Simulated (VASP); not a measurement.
# In (P6_3/mmc) in VASP: a series of runs

In is run at these levels: RPBE; tasks: single point.

Everything below comes from runs of VASP 6.6.1. Logs are shortened: lines on timing, memory, paths and dates and some standing lists are left out, and cuts for length are marked.

### Step 1. The cell of the first run

It takes space group P6_3/mmc (No. 194, hexagonal). Conventional cell: a = 3.457 Å, b = 3.457 Å, c = 5.611 Å, α = 90.00°, β = 90.00°, γ = 120.00°. Within 4.5 Å of In (site symmetry -6m2) lie 12 In at 3.44 to 3.46 Å.

### Step 2. Single point, RPBE

INCAR reads:

```
  PREC = Accurate
  ENCUT = 520
  EDIFF = 1E-6
  ISMEAR = -1
  SIGMA = 0.1
  LREAL = False
  LASPH = True
  NELM = 100
  ALGO = Normal
  ISIF = 2
  LWAVE = False
  LCHARG = False
  GGA = RP
  NBANDS = 20
```

KPOINTS reads:

```
regular mesh
0
Gamma
  11 11 6
```

POSCAR reads:

```
In
1.0
    3.4573261821      0.0000000000      0.0000000000
   -1.7286630910      2.9941323029      0.0000000000
    0.0000000000      0.0000000000      5.6111385739
In
2
Direct
    0.3333333333      0.6666666667      0.2500000000
    0.6666666667      0.3333333333      0.7500000000
```

Potentials or basis: VASP PAW PBE potentials, release 64 (In_d).

Run with:

```console
$ cat potpaw_PBE.64/In_d/POTCAR > POTCAR
$ mpirun -np 1 vasp_std > vasp.out
```

OUTCAR:

```text
PREC = Accurate
   ENCUT = 520
   EDIFF = 1E-6
   ISMEAR = -1
   LREAL = False
   LASPH = True
   NELM = 100
   ISIF = 2
   GGA = RP

 ion  position               nearest neighbor table
   1  0.333  0.667  0.250-   2 3.44   2 3.44   2 3.44   2 3.44   2 3.44   2 3.44
   2  0.667  0.333  0.750-   1 3.44   1 3.44   1 3.44   1 3.44   1 3.44   1 3.44

  LATTYP: Found a hexagonal cell.
 ALAT       =     3.4573261821
 C/A-ratio  =     1.6229705496

  Lattice vectors:

 A1 = (   3.4573261821,   0.0000000000,   0.0000000000)
 A2 = (  -1.7286630910,   2.9941323029,   0.0000000000)
 A3 = (   0.0000000000,   0.0000000000,   5.6111385739)

Analysis of symmetry for initial positions (statically):
=====================================================================
 Subroutine PRICEL returns:
 Original cell was already a primitive cell.

 Routine SETGRP: Setting up the symmetry group for a
 hexagonal supercell.

 Subroutine GETGRP returns: Found 24 space group operations
 (whereof 12 operations were pure point group operations)
 out of a pool of 24 trial point group operations.

The static configuration has the point symmetry D_3d.
 The point group associated with its full space group is D_6h.

Analysis of symmetry for dynamics (positions and initial velocities):
=====================================================================
 Subroutine PRICEL returns:
 Original cell was already a primitive cell.

 Routine SETGRP: Setting up the symmetry group for a
 hexagonal supercell.

 Subroutine GETGRP returns: Found 24 space group operations
 (whereof 12 operations were pure point group operations)
 out of a pool of 24 trial point group operations.

The dynamic configuration has the point symmetry D_3d.
 The point group associated with its full space group is D_6h.

 Subroutine INISYM returns: Found 24 space group operations
 (whereof 12 operations are pure point group operations),
 and found     1 'primitive' translations

----------------------------------------------------------------------------------------

                                     Primitive cell

  volume of cell :      58.0848

  direct lattice vectors                    reciprocal lattice vectors
     3.457326182  0.000000000  0.000000000     0.289240861  0.166993289  0.000000000
    -1.728663091  2.994132303  0.000000000     0.000000000  0.333986577  0.000000000
     0.000000000  0.000000000  5.611138574     0.000000000  0.000000000  0.178216950

  length of vectors
     3.457326182  3.457326182  5.611138574     0.333986577  0.333986577  0.178216950

  position of ions in fractional coordinates (direct lattice)
     0.333333333  0.666666667  0.250000000
     0.666666667  0.333333333  0.750000000

  ion indices of the primitive-cell ions
   primitive index   ion index
                 1           1
                 2           2

----------------------------------------------------------------------------------------

 KPOINTS: regular mesh

Automatic generation of k-mesh.
 Grid dimensions read from file:
 generate k-points for:   11   11    6

 Generating k-lattice:

  Cartesian coordinates                     Fractional coordinates (reciprocal lattice)
     0.026294624  0.015181208  0.000000000     0.090909091  0.000000000  0.000000000
     0.000000000  0.030362416  0.000000000     0.000000000  0.090909091  0.000000000
     0.000000000  0.000000000  0.029702825     0.000000000  0.000000000  0.166666667

  Length of vectors
     0.030362416  0.030362416  0.029702825

  Shift w.r.t. Gamma in fractional coordinates (k-lattice)
     0.000000000  0.000000000  0.000000000

 Subroutine IBZKPT returns following result:
 ===========================================

 Found     64 irreducible k-points:

 Following reciprocal coordinates:
            Coordinates               Weight
  0.000000  0.000000  0.000000      1.000000
  0.090909  0.000000  0.000000      6.000000
  0.181818  0.000000  0.000000      6.000000
  0.272727  0.000000  0.000000      6.000000
  0.363636  0.000000  0.000000      6.000000
  0.454545 -0.000000  0.000000      6.000000
[... 16 lines left out ...]
  0.090909  0.090909  0.166667     12.000000
  0.181818  0.090909  0.166667     24.000000
 [... further k-points ...]
   k-points           NKPTS =     64   k-points in BZ     NKDIM =     64   number of bands    NBANDS=     20
   number of dos      NEDOS =    301   number of ions     NIONS =      2
   total plane-waves  NPLWV =  32928
   dimension x,y,z NGX =    28 NGY =   28 NGZ =   42
   dimension x,y,z NGXF=    56 NGYF=   56 NGZF=   84
   ions per type =               2
   NGX,Y,Z   is equivalent  to a cutoff of  13.46, 13.46, 12.44 a.u.
   NGXF,Y,Z  is equivalent  to a cutoff of  26.93, 26.93, 24.89 a.u.
 SYSTEM =  unknown system
   PREC   = accura    normal or accurate (medium, high low for compatibility)
   ISTART =      0    job   : 0-new  1-cont  2-samecut
   ICHARG =      2    charge: 1-file 2-atom 10-const
   ISPIN  =      1    spin polarized calculation?
   LNONCOLLINEAR =      F non collinear calculations
   LSORBIT =      F    spin-orbit coupling
   LASPH  =      T    aspherical Exc in radial PAW
   ENCUT  =  520.0 eV  38.22 Ry    6.18 a.u.   6.43  6.43 10.43*2*pi/ulx,y,z
   NELM   =    100;   NELMIN=  2; NELMDL= -5     # of ELM steps
   EDIFF  = 0.1E-05   stopping-criterion for ELM
   LREAL  =      F    real-space projection
   EDIFFG = 0.1E-04   stopping-criterion for IOM
   NSW    =      0    number of steps for IOM
   IBRION =     -1    ionic relax: 0-MD 1-quasi-New 2-CG
   NFREE  =      0    steps in history (QN), initial steepest desc. (CG)
   ISIF   =      2    stress and relaxation
   ISYM   =      2    0-nonsym 1-usesym 2-fastsym
   POTIM  = 0.5000    time-step for ionic-motion
   TEBEG  =    0.0;   TEEND  =   0.0 temperature during run
   PSTRESS=    0.0 pullay stress
   NELECT =      26.0000    total number of electrons
   NUPDOWN=      -1.0000    fix difference up-down
   EMIN   =  10.00;   EMAX   =-10.00  energy-range for DOS
   EFERMI =   0.00;   METHOD = LEGACY
   ISMEAR =    -1;   SIGMA  =   0.10  broadening in eV -4-tet -1-fermi 0-gaus
   EFERMI_NEDOS =   21; number of points for ismear=-14 and -15
   IALGO  =     38    algorithm
   IMIX   =      4    mixing-type and parameters
     AMIX     =   0.40;   BMIX     =  1.00
     AMIX_MAG =   1.60;   BMIX_MAG =  1.00
  volume/ion in A,a.u.               =      29.04       195.99
  Fermi-wavevector in a.u.,A,eV,Ry     =   1.252310  2.366523 21.337748  1.568280
  Thomas-Fermi vector in A             =   2.386216
   LORBIT       =      0    0 simple, 1 ext, 2 COOP (PROOUT), +10 PAW based schemes
   GGA     = RP    functional components
   LHFCALC =     F    Hartree Fock is set to
   AEXX    =    0.0000 exact exchange contribution
   IVDW    =     0    specifies the selected vdW correction
   LEPSILON=     F    determine dielectric tensor
   LRPA    =     F    only Hartree local field effects (RPA)
 non-spin polarized calculation
  energy-cutoff  :      520.00
  volume of cell :       58.08
 maximum number of plane-waves:      1585
 NGX is ok and might be reduce to    28
   NGX = 13   NGY = 13   NGZ = 21

 number of electron      26.0000006 magnetization

 Free energy of the ion-electron system (eV)
  ---------------------------------------------------
  ext. energy  EPLUGINS =         0.00000000
  ---------------------------------------------------
  free energy    TOTEN  =        -4.41611271 eV

  energy without entropy =       -4.38518883  energy(sigma->0) =       -4.40065077

 E-fermi :   6.5358     XC(G=0):  -9.6682

 val. band max:        6.4694056809   @ k =   0.3636   0.0000   0.5000
 cond. band min:       6.5480321992   @ k =   0.2727   0.1818   0.0000
 fundamental gap:      0.0786265183
 Fermi energy:         6.5358290833

 k-point     1 :       0.0000    0.0000    0.0000
  band No.  band energies     occupation
      1      -8.1023      2.00000
      2      -8.0629      2.00000
      3      -8.0441      2.00000
      4      -8.0441      2.00000
      5      -8.0231      2.00000
      6      -8.0231      2.00000
[... 12 lines left out ...]
     19      16.9905      0.00000
     20      17.1206      0.00000

 k-point     2 :       0.0909    0.0000    0.0000
  band No.  band energies     occupation
      1      -8.0980      2.00000
      2      -8.0687      2.00000
      3      -8.0315      2.00000
      4      -8.0270      2.00000
      5      -8.0197      2.00000
      6      -8.0068      2.00000
[... 12 lines left out ...]
     19      17.0027      0.00000
     20      17.8906      0.00000

 k-point     3 :       0.1818    0.0000    0.0000
  band No.  band energies     occupation
      1      -8.1173      2.00000
      2      -8.0532      2.00000
      3      -8.0271      2.00000
      4      -8.0193      2.00000
      5      -8.0090      2.00000
      6      -7.9819      2.00000
[... 12 lines left out ...]
     19      16.0827      0.00000
     20      17.7083      0.00000

 k-point     4 :       0.2727    0.0000    0.0000
  band No.  band energies     occupation
      1      -8.1520      2.00000
      2      -8.0574      2.00000
      3      -8.0528      2.00000
      4      -8.0298      2.00000
      5      -8.0018      2.00000
      6      -7.9253      2.00000
[... 12 lines left out ...]
     19      15.3291      0.00000
     20      17.1264      0.00000

 k-point     5 :       0.3636    0.0000    0.0000
  band No.  band energies     occupation
      1      -8.1831      2.00000
      2      -8.0961      2.00000
      3      -8.0661      2.00000
      4      -8.0477      2.00000
      5      -7.9686      2.00000
      6      -7.9417      2.00000
[... 12 lines left out ...]
     19      14.6830      0.00000
     20      16.5877      0.00000
[... 353 lines left out ...]
      6      -7.9399      2.00000
[... 12 lines left out ...]
     19      14.1251      0.00000
     20      15.9867      0.00000

 k-point    22 :       0.4545   -0.0000    0.1667
  band No.  band energies     occupation
      1      -8.1924      2.00000
      2      -8.1317      2.00000
      3      -8.0788      2.00000
      4      -8.0428      2.00000
      5      -7.9930      2.00000
      6      -7.9237      2.00000
[... 12 lines left out ...]
     19      13.7873      0.00000
     20      15.7379      0.00000

 k-point    23 :       0.0909    0.0909    0.1667
  band No.  band energies     occupation
      1      -8.0932      2.00000
      2      -8.0760      2.00000
      3      -8.0453      2.00000
      4      -8.0201      2.00000
      5      -8.0132      2.00000
      6      -7.9903      2.00000
[... 12 lines left out ...]
     19      16.4452      0.00000
     20      17.1055      0.00000

 k-point    24 :       0.1818    0.0909    0.1667
  band No.  band energies     occupation
      1      -8.1153      2.00000
      2      -8.0692      2.00000
      3      -8.0529      2.00000
      4      -8.0201      2.00000
      5      -8.0073      2.00000
      6      -7.9607      2.00000
[... 12 lines left out ...]
     19      16.0137      0.00000
     20      16.9082      0.00000

 [... further k-points ...]

------------------------ aborting loop because EDIFF is reached ----------------------------------------

  FORCE on cell =-STRESS in cart. coord.  units (eV):
  Direction    XX          YY          ZZ          XY          YZ          ZX
  --------------------------------------------------------------------------------------
  -------------------------------------------------------------------------------------
  Total       -0.0220909     -0.0220909     -0.0307645     -0.0000000     -0.0000000      0.0000000
  in kB       -0.6093420     -0.6093420     -0.8485909     -0.0000000     -0.0000000      0.0000000
  external PRESSURE =      -0.6890916 kB  Pullay stress =       0.0000000 kB

 VOLUME and BASIS-vectors are now :
 -----------------------------------------------------------------------------
  energy-cutoff  :      520.00
  volume of cell :       58.08
      direct lattice vectors                 reciprocal lattice vectors
     3.457326182  0.000000000  0.000000000     0.289240861  0.166993289  0.000000000
    -1.728663091  2.994132303  0.000000000     0.000000000  0.333986577  0.000000000
     0.000000000  0.000000000  5.611138574     0.000000000  0.000000000  0.178216950

 POSITION                                       TOTAL-FORCE (eV/Angst)
 -----------------------------------------------------------------------------------
     -0.00000      1.99609      1.40278         0.000000     -0.000000      0.000000
      1.72866      0.99804      4.20835        -0.000000      0.000000      0.000000
 -----------------------------------------------------------------------------------
    total drift:                               -0.000000      0.000000      0.000000

  FREE ENERGIE OF THE ION-ELECTRON SYSTEM (eV)
  ---------------------------------------------------
  free  energy   TOTEN  =        -4.4161127083 eV

  energy  without entropy=       -4.3851888282  energy(sigma->0) =       -4.40065077
```

Run time: 22 s. Hardware: 1 thread of Intel Xeon 6975P-C (Granite Rapids), shared host; peak memory 0.2 GiB.

What came out:

```
Free energy            : -4.4161 eV
Pressure               : -0.1 GPa
Band gap on the k mesh : zero (band 13 reaches 9.88 eV, above the bottom of band 14 at 4.31 eV)
```

Levels at points of the mesh, in eV from the Fermi level:
```csv
k point,band 11,band 12,band 13,band 14,band 15,band 16
"(0.00, 0.00, 0.00)",-8.85,-4.18,-2.94,7.60,7.60,9.32
"(0.00, 0.00, 0.50)",-7.56,-7.56,2.96,2.96,8.54,8.54
```

Caveat: the PAW data sets were made with another functional, which shifts forces and pressure a little; spin-orbit coupling is left out, which moves the levels of the heavy elements.

### Step 3. Single point, RPBE (volume scaled by 0.88)

INCAR reads:

```
  ALGO = Normal
  EDIFF = 1E-6
  ENCUT = 520
  GGA = RP
  ISIF = 2
  ISMEAR = -1
  LASPH = True
  LCHARG = False
  LREAL = False
  LWAVE = False
  NBANDS = 20
  NELM = 100
  PREC = Accurate
  SIGMA = 0.1
```

KPOINTS reads:

```
k-points
0
Gamma
  12 12 7
```

POSCAR reads:

```
In
1.0
    3.3131002643      0.0000000000      0.0000000000
   -1.6565501321      2.8692289942      0.0000000000
    0.0000000000      0.0000000000      5.3770641567
In
2
Direct
    0.3333333333      0.6666666667      0.2500000000
    0.6666666667      0.3333333333      0.7500000000
```

Potentials or basis: VASP PAW PBE potentials, release 64 (In_d).

Run with:

```console
$ cat potpaw_PBE.64/In_d/POTCAR > POTCAR
$ mpirun -np 1 vasp_std > vasp.out
```

Wall time 24 s (1 thread of Intel Xeon 6975P-C (Granite Rapids), shared host); peak memory 0.22 GiB.

The run converged. Its results:

* Free energy: -4.3083 eV
* Pressure: 5.1 GPa
* Band gap on the k mesh: zero (band 13 reaches 10.80 eV, above the bottom of band 14 at 5.63 eV)

Stress tensor (GPa, compression positive):
```
5.28 0.00 0.00
0.00 5.28 0.00
0.00 0.00 4.64
```

Levels at points of the mesh, in eV from the Fermi level:
```
           k point  band 11  band 12  band 13  band 14  band 15  band 16
(0.00, 0.00, 0.00)    -9.73    -4.27    -3.51     8.43     8.43    10.32
(0.50, 0.00, 0.00)    -4.97    -4.30     0.34     0.46     0.87     2.92
```

Caveat: the PAW data sets were made with another functional, which shifts forces and pressure a little; spin-orbit coupling is left out, which moves the levels of the heavy elements.

### Step 4. Single point, RPBE (volume scaled by 0.92)

INCAR reads:

```
  ALGO = Normal
  EDIFF = 1E-6
  ENCUT = 520
  GGA = RP
  ISIF = 2
  ISMEAR = -1
  LASPH = T
  LCHARG = F
  LREAL = F
  LWAVE = F
  NBANDS = 20
  NELM = 60
  PREC = Accurate
  SIGMA = 0.1
```

KPOINTS is that of step 3.

POSCAR reads:

```
In
1.0
    3.3625568134      0.0000000000      0.0000000000
   -1.6812784067      2.9120596220      0.0000000000
    0.0000000000      0.0000000000      5.4573306793
In
2
Direct
    0.3333333333      0.6666666667      0.2500000000
    0.6666666667      0.3333333333      0.7500000000
```

Run with:

```console
$ cat potpaw_PBE.64/In_d/POTCAR > POTCAR
$ mpirun -np 1 vasp_std > vasp.out
```

Run time: 26 s. Hardware: 1 thread of Intel Xeon 6975P-C (Granite Rapids), shared host; peak memory 0.21 GiB.

The run converged. Its results:

| Property | Result |
| --- | --- |
| Free energy | -4.3666 eV |
| Pressure | 2.9 GPa |
| Band gap on the k mesh | zero (band 13 reaches 10.16 eV, above the bottom of band 14 at 5.23 eV) |

Stress tensor (GPa, compression positive):
```
3.12 0.00 0.00
0.00 3.12 0.00
0.00 0.00 2.48
```

Levels at points of the mesh, in eV from the Fermi level:
```csv
k point,band 9,band 10,band 11,band 12,band 13,band 14,band 15,band 16,band 17,band 18
"(0.00, 0.00, 0.00)",-14.41,-14.41,-9.42,-4.24,-3.31,8.13,8.13,9.96,9.96,10.66
"(0.50, 0.00, 0.00)",-14.38,-14.37,-4.88,-4.14,0.20,0.46,0.89,2.88,3.93,7.28
```

Caveat: the PAW data sets were made with another functional, which shifts forces and pressure a little; spin-orbit coupling is left out, which moves the levels of the heavy elements.

(Continued in part 2 of 2.)
